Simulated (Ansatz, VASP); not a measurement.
## C in VASP and in Ansatz

File POSCAR:

```
C
1.0
    0.0000000000      1.7833700000      1.7833700000
    1.7833700000      0.0000000000      1.7833700000
    1.7833700000      1.7833700000      0.0000000000
C
2
Direct
    0.5000000000      0.5000000000      0.5000000000
    0.7500000000      0.7500000000      0.7500000000
```

File INCAR.step1:

```
PREC     = Accurate       # precision mode
ENCUT    = 660            # plane-wave cutoff, eV
ISMEAR   = 0              # smearing method
SIGMA    = 0.01           # smearing width, eV
LREAL    = F              # projectors in reciprocal space
LASPH    = T              # aspherical terms in the spheres
NELM     = 120            # most SCF steps
GGA      = PE             # functional
ALGO     = Normal         # electronic algorithm
EDIFF    = 1E-5           # SCF threshold, eV
LWAVE    = T              # write WAVECAR
LCHARG   = F              # write CHGCAR
GGA_COMPAT= F            
IBRION   = 2              # ionic algorithm
ISIF     = 3              # what is computed and relaxed
EDIFFG   = -0.005         # ionic threshold
NELMIN   = 4            
NSW      = 100            # ionic steps
```

Contents of INCAR.step2:

```
PREC     = Accurate       # precision mode
ENCUT    = 660            # plane-wave cutoff, eV
EDIFF    = 1E-7           # SCF threshold, eV
ISMEAR   = 0              # smearing method
SIGMA    = 0.01           # smearing width, eV
LREAL    = F              # projectors in reciprocal space
LASPH    = T              # aspherical terms in the spheres
NELM     = 120            # most SCF steps
ALGO     = Normal         # electronic algorithm
ISIF     = 3              # what is computed and relaxed
LWAVE    = F              # write WAVECAR
LCHARG   = F              # write CHGCAR
METAGGA  = R2SCAN         # meta-GGA
LMIXTAU  = T            
LUSE_VDW = T            
IVDW_NL  = 2            
BPARAM   = 11.95        
CPARAM   = 0.0093       
IBRION   = 2              # ionic algorithm
NSW      = 80             # ionic steps
EDIFFG   = -0.02          # ionic threshold
ISTART   = 1            
GGA_COMPAT= F            
NELMIN   = 4
```

Contents of KPOINTS:

```
Automatic mesh
0
Gamma
  10 10 10
```

Input for Ansatz:

```yaml
crystal:
  lattice:
    bravais: fcc
    a: 3.56674
  space_group: 227
  setting:
    origin_choice: 1
  atoms:
    - { symbol: C, position: [0.0, 0.0, 0.5] }
  reduce_to_primitive: true
kpoints:
  mp_grid:
    grid: [10, 10, 10]
hamiltonian:
  xc: r2scan
  dispersion: rvv10
scf:
  convergence:
    dr2_threshold: 1.0e-08
  occupations:
    method: fixed
relax:
  f_tol: 0.02
  cell: {}
```

Alike in both runs: task relaxation of cell and atoms; functional r2SCAN; dispersion rVV10; k mesh 10 × 10 × 10; no spin polarisation.

|  | VASP | Ansatz |
| --- | --- | --- |
| version | VASP 6.6.1 | Ansatz 0.2.0 |
| potentials or method | VASP PAW PBE potentials, release 64 (C) | plane waves, PAW |
| plane-wave cutoff (eV) | 660 | 500 |
| occupations | gaussian, width 0.01 eV | fixed |
| valence electrons in the cell | 8 | 8 |

```tsv
	VASP	Ansatz	Ansatz less VASP
relaxed volume (Å³/atom)	5.63	5.63	-0.002
relaxed cell length with the largest relative difference (Å)	2.516	2.516	-0.0003
```

VASP's potentials were made for PBE, not for r2SCAN. Ansatz's warnings: stress scf threshold loose.
